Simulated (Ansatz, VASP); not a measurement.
**One calculation of Co, two programs**

Contents of INCAR:

```
SYSTEM = Co
PREC = Accurate
ENCUT = 520
EDIFF = 1E-8
ISMEAR = -1
SIGMA = 0.08
LREAL = .FALSE.
LASPH = .TRUE.
NELM = 150
ALGO = Normal
ISIF = 2
LWAVE = .FALSE.
LCHARG = .FALSE.
ISPIN = 2
MAGMOM = 2 2
LORBIT = 11
LMAXMIX = 4
LEFG = .TRUE.
NBANDS = 20
```

The input KPOINTS:

```
Automatic mesh
0
G
  19 19 10
  0 0 0
```

The input POSCAR:

```
Co
1.0
    2.5190008694      0.0000000000      0.0000000000
   -1.2595004347      2.1815187451      0.0000000000
    0.0000000000      0.0000000000      4.0910000000
Co
2
Direct
    0.3333333333      0.6666666667      0.2500000000
    0.6666666667      0.3333333333      0.7500000000
```

Input for Ansatz:

```yaml
crystal:
  lattice:
    - [2.5190008694, 0.0, 0.0]
    - [-1.2595004347, 2.1815187451, 0.0]
    - [0.0, 0.0, 4.091]
  atoms:
    - { symbol: Co, position: [0.3333333333, 0.6666666667, 0.25], spin: 2.0 }
    - { symbol: Co, position: [0.6666666667, 0.3333333333, 0.75], spin: 2.0 }
magnetization:
  spin_polarized: true
kpoints:
  mp_grid: { grid: [19, 19, 10] }
  band_path:
    path:
      - [0.0, 0.0, 0.0]
      - [0.5, 0.0, 0.0]
      - [0.3333333333, 0.3333333333, 0.0]
      - [0.0, 0.0, 0.0]
      - [0.0, 0.0, 0.5]
      - [0.5, 0.0, 0.5]
      - [0.3333333333, 0.3333333333, 0.5]
      - [0.0, 0.0, 0.5]
      - [0.5, 0.0, 0.5]
    npoints: 5
scf:
  occupations: { method: fermi_dirac, width: 0.08 }
hamiltonian:
  xc: lda
  pseudopotentials: { kind: paw }
output:
  forces: true
  stress: true
  eigenvalues: true
  efg: { contact_densities: true }
```

Alike in both runs: task electric field gradients; functional LDA; k mesh 19 × 19 × 10; occupations fermi-dirac, width 0.08 eV; collinear spin.

```csv
,VASP,Ansatz
version,VASP 6.6.1,Ansatz 0.2.0
potentials or method,"VASP PAW LDA potentials, release 64 (Co)","PAW with Ansatz's default frozen-core files, scalar-relativistic"
plane-wave cutoff (eV),520,420
valence electrons in the cell,18,34
```

Ansatz gave:

```
pressure (GPa)                                                : -23.8
traceless stress, the component that is largest in VASP (GPa) : -0.94
net moment per atom (μB)                                      : 1.60
size of the moment on the site where the two differ most (μB) : 1.66
size of Vzz on the site where it differs most (V/Å²)          : 2.3
```

Q: What did VASP give for the same quantities?

A: Pressure (GPa): -24.4; traceless stress, the component that is largest in VASP (GPa): -1.03; net moment per atom (μB): 1.57; size of the moment on the site where the two differ most (μB): 1.58; size of Vzz on the site where it differs most (V/Å²): 2.7.

LDA's correlation is that of Perdew and Zunger in VASP and of Perdew and Wang (1992) in Ansatz. Site moments also hang on the region over which each program counts them. VASP's potentials hold 18 valence electrons a cell and Ansatz's 34, so a difference there can come from the potentials and not from the codes.
